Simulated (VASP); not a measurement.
Runs of VASP 6.6.1 on MoS2. The structure is that of space group C2/m (No. 12), or close to it. The cells are those of the table. 

| cell | further INCAR settings | gap on the mesh (eV) | pressure (GPa) | largest force (eV/Å) |
| --- | --- | --- | --- | --- |
| a = 3.134, b = 3.134, c = 19.113 Å, angles 86.5, 86.5, 60.0°, 9 atoms | ALGO = Fast; EDIFF = 1e-06; NBANDS = 49 | none | -0.2 | 0.11 |
| a = 3.134, b = 3.134, c = 18.008 Å, angles 83.8, 83.8, 60.0°, 9 atoms | ALGO = Fast; EDIFF = 1e-07; NBANDS = 49 | none | (b) | 0.75 |
| a = 3.134, b = 3.134, c = 17.871 Å, angles 88.7, 88.7, 60.0°, 9 atoms | ALGO = Fast; EDIFF = 1e-06; NBANDS = 49 | none | 0.0 | 0.13 |
| a = 3.134, b = 3.134, c = 17.710 Å, angles 83.6, 83.6, 60.0°, 9 atoms | ALGO = Fast; EDIFF = 1e-07; NBANDS = 49 | none | 1.8 | 1.44 |
| a = 3.134, b = 3.134, c = 17.773 Å, angles 82.4, 82.4, 60.0°, 9 atoms | ALGO = Fast; EDIFF = 1e-07; NBANDS = 49 | none | (a) | 1.01 |

Alike in all rows: task single point; level PBE+D3(BJ); potentials or basis VASP PAW PBE potentials, release 64 (Mo_sv, S); no spin polarisation; k mesh 14 × 14 × 3; cutoff (eV) 520; smearing gaussian 0.15 eV.

Question: Estimate the missing entries.

Answer: (a) 1.2; (b) 0.8.

Caveats: forces of over 1 eV/Å act on the atoms, so gaps and moduli don't describe the material at rest (at least some runs).

A k mesh can miss the band edges, and the runs leave out spin-orbit coupling on Mo.

A gap of «none» marks levels without a gap at the run's occupations.
